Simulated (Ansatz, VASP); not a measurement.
**One calculation of Cl, two programs**

```
Cl
1.0
     3.12154    0.00000    0.00000
    -1.56077    2.70333    0.00000
     0.00000    0.00000    3.87937
Cl
2
Direct
  0.33333 0.66667 0.25000
  0.66667 0.33333 0.75000
```

Change from the starting cell: volume scaled by 0.84, LAPW.

Alike in both runs: task single point; functional LDA; k mesh 15 × 15 × 8; occupations fermi-dirac, width 0.1 eV; no spin polarisation.

|  | VASP | Ansatz |
| --- | --- | --- |
| version | VASP 6.6.1 | Ansatz 0.2.0 |
| potentials or method | VASP PAW LDA potentials, release 64 (Cl), cutoff 520 eV | all-electron LAPW, scalar-relativistic |

|  | VASP | Ansatz | Ansatz less VASP |
| --- | --- | --- | --- |
| pressure (GPa) | 11.4 | 11.5 | +0.08 |
| traceless stress, the component that is largest in VASP (GPa) | 0.08 | 0.04 | -0.038 |

LDA's correlation is that of Perdew and Zunger in VASP and of Perdew and Wang (1992) in Ansatz. Ansatz ran all-electron here, and VASP with PAW potentials.
